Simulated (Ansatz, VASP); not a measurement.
**Mg in VASP and in Ansatz**

```
Mg
1.0
    -1.50603    1.47650    1.47650
     1.47650   -1.50603    1.47650
     1.47650    1.47650   -1.50603
Mg
1
Direct
  0.00000 0.00000 0.00000
```

Change from the starting cell: equal xy, yz and zx shear strains of -2 %.

Alike in both runs: task single point; functional LDA; k mesh 19 × 19 × 19; occupations fermi-dirac, width 0.03 eV; no spin polarisation.

|  | VASP | Ansatz |
| --- | --- | --- |
| version | VASP 6.6.1 | Ansatz 0.2.0 |
| potentials or method | VASP PAW LDA potentials, release 64 (Mg), cutoff 520 eV | all-electron LAPW, scalar-relativistic |

|  | VASP | Ansatz | Ansatz less VASP |
| --- | --- | --- | --- |
| pressure (GPa) | 56.1 | 55.7 | -0.34 |
| traceless stress, the component that is largest in VASP (GPa) | 2.56 | 2.52 | -0.041 |

LDA's correlation is that of Perdew and Zunger in VASP and of Perdew and Wang (1992) in Ansatz. Both programs put the cell under a high pressure, so it lies far from rest at this level. Ansatz ran all-electron here, and VASP with PAW potentials.
